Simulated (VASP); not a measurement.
PbSe, 2 atoms in the cell. Symmetry: Fm-3m, No. 225, cubic system. The conventional cell has a = 6.091 Å, b = 6.091 Å, c = 6.091 Å, α = 90.00°, β = 90.00°, γ = 90.00°. Pb (site symmetry m-3m) has 6 Se at 3.05 Å within 4.0 Å. Se (site symmetry m-3m) has 6 Pb at 3.05 Å within 4.0 Å.  This cell differs from its parent crystal: volume scaled by 0.98.

| Property | Result |
| --- | --- |
| Program | VASP 6.6.1 |
| Task | single point |
| Functional | RPBE |
| Dispersion | D4 |
| Potentials or basis | VASP PAW PBE potentials, release 64 (Pb_d, Se) |
| Cutoff | 500 eV |
| k mesh | 6 × 6 × 6 |
| Occupations | gaussian, width 0.05 eV |
| Spin | no spin polarisation |
| Dipole correction | no |
| Further INCAR settings | ALGO = Normal; EDIFF = 1e-06; NBANDS = 17 |

Potentials or basis: VASP PAW PBE potentials, release 64 (Pb_d, Se).

Launch:

```sh
$ cat potpaw_PBE.64/Pb_d/POTCAR potpaw_PBE.64/Se/POTCAR > POTCAR
$ mpirun -np 1 vasp_std > vasp.out
```

Hardware: 1 thread of Intel Xeon 8259CL, with other jobs on the host.

How long does it take, and how much memory?

Wall time 22 s on 1 thread of Intel Xeon 8259CL, with other jobs on the host, peak memory 0.18 GiB. Counts: scf iterations 12, k points 16.
